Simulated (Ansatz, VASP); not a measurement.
**Two plane-wave programs on C**

File INCAR:

```
PREC     = Accurate       # precision mode
ENCUT    = 520            # plane-wave cutoff, eV
EDIFF    = 1E-6           # SCF threshold, eV
ISMEAR   = 0              # smearing method
SIGMA    = 0.05           # smearing width, eV
LREAL    = F              # projectors in reciprocal space
LASPH    = T              # aspherical terms in the spheres
NELM     = 80             # most SCF steps
ALGO     = Normal         # electronic algorithm
ISIF     = 2              # what is computed and relaxed
LWAVE    = F              # write WAVECAR
LCHARG   = T              # write CHGCAR
GGA      = CA             # functional
LELF     = T              # ELF
LVHAR    = T            
NBANDS   = 21             # bands
```

File KPOINTS:

```
Automatic mesh
0
Gamma
  12 12 3
```

Contents of POSCAR:

```
C
1.0
   -1.2225127310     -2.1174541629      0.0000000000
    1.2225127310     -2.1174541629      0.0000000000
    0.0000000000      0.0000000000     10.6679937839
C
6
Direct
    1.0000000000      1.0000000000      0.7746425968
    0.3333333333      0.3333333333      0.1548450988
    0.6666666667      0.6666666667      0.4647438478
    1.0000000000      1.0000000000      0.4649214093
    0.3333333333      0.3333333333      0.7748201583
    0.6666666667      0.6666666667      0.1550226603
```

Input for Ansatz:

```yaml
crystal:
  lattice:
    - [-1.222512731, -2.1174541629, 0.0]
    - [1.222512731, -2.1174541629, 0.0]
    - [0.0, 0.0, 10.6679937839]
  atoms:
    - { symbol: C, position: [1.0, 1.0, 0.7746425968] }
    - { symbol: C, position: [0.3333333333, 0.3333333333, 0.1548450988] }
    - { symbol: C, position: [0.6666666667, 0.6666666667, 0.4647438478] }
    - { symbol: C, position: [1.0, 1.0, 0.4649214093] }
    - { symbol: C, position: [0.3333333333, 0.3333333333, 0.7748201583] }
    - { symbol: C, position: [0.6666666667, 0.6666666667, 0.1550226603] }
basis:
  ecutwfc: 420
kpoints:
  mp_grid: { grid: [12, 12, 3] }
hamiltonian:
  xc: lda
scf:
  occupations: { method: gaussian, width: 0.05 }
output:
  forces: true
  stress: true
  eigenvalues: true
```

Alike in both runs: task single point; functional LDA; k mesh 12 × 12 × 3; occupations gaussian, width 0.05 eV; no spin polarisation.

|  | VASP | Ansatz |
| --- | --- | --- |
| version | VASP 6.6.1 | Ansatz 0.2.0 |
| potentials or method | VASP PAW LDA potentials, release 64 (C), cutoff 520 eV | scalar-relativistic, plane waves, PAW |
| valence electrons in the cell | 24 | 24 |

```tsv
	VASP	Ansatz	Ansatz less VASP
gap on the k mesh at the Fermi level (eV)	0.18	0.17	-0.001
least direct gap on the mesh (eV)	0.18	0.17	-0.001
pressure (GPa)	0.6	-0.1	-0.77
traceless stress, the component that is largest in VASP (GPa)	-1.23	-0.37	+0.862
rms of the force components (eV/Å)	0.011	0.011	-0.0002
```

LDA's correlation is that of Perdew and Zunger in VASP and of Perdew and Wang (1992) in Ansatz. Atom by atom the forces differ by 0.000 eV/Å (rms over components).
